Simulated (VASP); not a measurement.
Input of a VASP 6.6.1 run:

POSCAR

```
Ti
1.0
    4.5673748306      0.0000000000      0.0000000000
   -2.2836874153      3.9554626319      0.0000000000
    0.0000000000      0.0000000000      2.8262442700
Ti
3
Direct
    0.6666666667      0.3333333333      0.5000000000
    0.3333333333      0.6666666667      0.5000000000
    0.0000000000      0.0000000000      0.0000000000
```

Contents of INCAR.step1:

```
ALGO = Normal ; EDIFF = 1E-4
ENCUT = 520 ; GGA = PE
ISMEAR = 1 ; LASPH = T
LCHARG = F ; LREAL = F
LWAVE = T ; NBANDS = 25
NELM = 60 ; PREC = Accurate
SIGMA = 0.1
```

Contents of INCAR.step2:

```
ALGO = Normal ; BPARAM = 11.95
CPARAM = 0.0093 ; EDIFF = 1E-6
ENCUT = 520 ; ISIF = 2
ISMEAR = 1 ; ISTART = 1
IVDW_NL = 2 ; LASPH = T
LCHARG = T ; LELF = T
LMIXTAU = T ; LREAL = F
LUSE_VDW = T ; LVHAR = T
LWAVE = F ; METAGGA = R2SCAN
NBANDS = 25 ; NELM = 60
PREC = Accurate ; SIGMA = 0.1
```

Contents of KPOINTS:

```
k-points
0
Gamma
  7 7 9
```

Potentials or basis: VASP PAW PBE potentials, release 64 (Ti_sv).

The run is started by

```sh
$ cat potpaw_PBE.64/Ti_sv/POTCAR > POTCAR
$ cp INCAR.step1 INCAR
$ mpirun -np 1 vasp_std > vasp.out
$ cp INCAR.step2 INCAR
$ mpirun -np 1 vasp_std > vasp.out
```

**Question.** Predict the pressure.

**Answer.** -0.7 GPa.

**Question.** What does it give for the band gap on the k mesh?

**Answer.** Zero (band 18 reaches 8.69 eV, above the bottom of band 19 at 8.45 eV).

Stress tensor (GPa, compression positive):
```
-0.59  0.00  0.00
 0.00 -0.59  0.00
 0.00  0.00 -0.85
```

Caveat: the PAW data sets were made with another functional, which shifts forces and pressure a little.
